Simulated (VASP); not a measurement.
A run of VASP 6.6.1 is set up as follows.

INCAR

```
SYSTEM = MgO
PREC     = Accurate       ! precision mode
ENCUT    = 520            ! plane-wave cutoff, eV
EDIFF    = 1E-7           ! SCF threshold, eV
ISMEAR   = 0              ! smearing method
SIGMA    = 0.01           ! smearing width, eV
LREAL    = .False.        ! projectors in reciprocal space
LASPH    = .True.         ! aspherical terms in the spheres
NELM     = 80             ! most SCF steps
ALGO     = Normal         ! electronic algorithm
ISIF     = 2              ! what is computed and relaxed
LWAVE    = .False.        ! write WAVECAR
LCHARG   = .False.        ! write CHGCAR
GGA      = PE             ! functional
NBANDS   = 11             ! bands
```

File KPOINTS:

```
regular mesh
0
Gamma
  6 6 6
  0 0 0
```

File POSCAR:

```
MgO
1.0
    0.0000000000      2.0665305580      2.0665305580
    2.0665305580      0.0000000000      2.0665305580
    2.0665305580      2.0665305580      0.0000000000
Mg O
1 1
Direct
    0.0000000000      0.0000000000      0.0000000000
    0.5000000000      0.5000000000      0.5000000000
```

Potentials or basis: VASP PAW PBE potentials, release 64 (Mg, O).

Command:

```console
$ cat potpaw_PBE.64/Mg/POTCAR potpaw_PBE.64/O/POTCAR > POTCAR
$ mpirun -np 1 vasp_std > vasp.out
```

Question: What does it give for the band gap on the k mesh?

Answer: 5.30 eV, direct.

Question: What does it give for the pressure?

Answer: 14.7 GPa.

Caveat: the k points lie up to 0.44 Å⁻¹ apart.
